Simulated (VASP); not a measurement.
A run of VASP 6.6.1:

POSCAR

```
SiGe
1.0
    4.2058633185      0.0000000000      0.0000000000
   -2.1029316593      3.6423844787      0.0000000000
    0.0000000000      0.0000000000      5.5616125413
Si Ge
2 2
Direct
    0.6666666667      0.3333333333      0.8744661518
    0.3333333333      0.6666666667      0.3744661518
    0.6666666667      0.3333333333      0.5005328482
    0.3333333333      0.6666666667      0.0005328482
```

File INCAR.step1:

```
SYSTEM = SiGe
PREC = Accurate ; ENCUT = 520
ISMEAR = 0 ; SIGMA = 0.05
LREAL = .False. ; LASPH = .True.
NELM = 60 ; NBANDS = 26
GGA = PE ; ALGO = Normal
EDIFF = 1E-4 ; LWAVE = .True.
LCHARG = .False.
```

INCAR.step2

```
SYSTEM = SiGe
PREC = Accurate ; ENCUT = 520
EDIFF = 1E-7 ; ISMEAR = 0
SIGMA = 0.05 ; LREAL = .False.
LASPH = .True. ; NELM = 60
ALGO = Normal ; ISIF = 2
LWAVE = .False. ; LCHARG = .False.
METAGGA = R2SCAN ; LMIXTAU = .True.
NBANDS = 26 ; ISTART = 1
```

The input KPOINTS:

```
regular mesh
0
Gamma
  12 12 6
  0 0 0
```

Potentials or basis: VASP PAW PBE potentials, release 64 (Si, Ge_d).

The run is started by

```sh
$ cat potpaw_PBE.64/Si/POTCAR potpaw_PBE.64/Ge_d/POTCAR > POTCAR
$ cp INCAR.step1 INCAR
$ mpirun -np 1 vasp_std > vasp.out
$ cp INCAR.step2 INCAR
$ mpirun -np 1 vasp_std > vasp.out
```

Hardware: 1 thread of AMD EPYC 9R45 96-Core Processor (Zen 5) (shared host).

Question: Estimate the wall time of this run.

Answer: It took 6.3 min on 1 thread of AMD EPYC 9R45 96-Core Processor (Zen 5) (shared host), peak memory 0.27 GiB. Counts: k points 76.
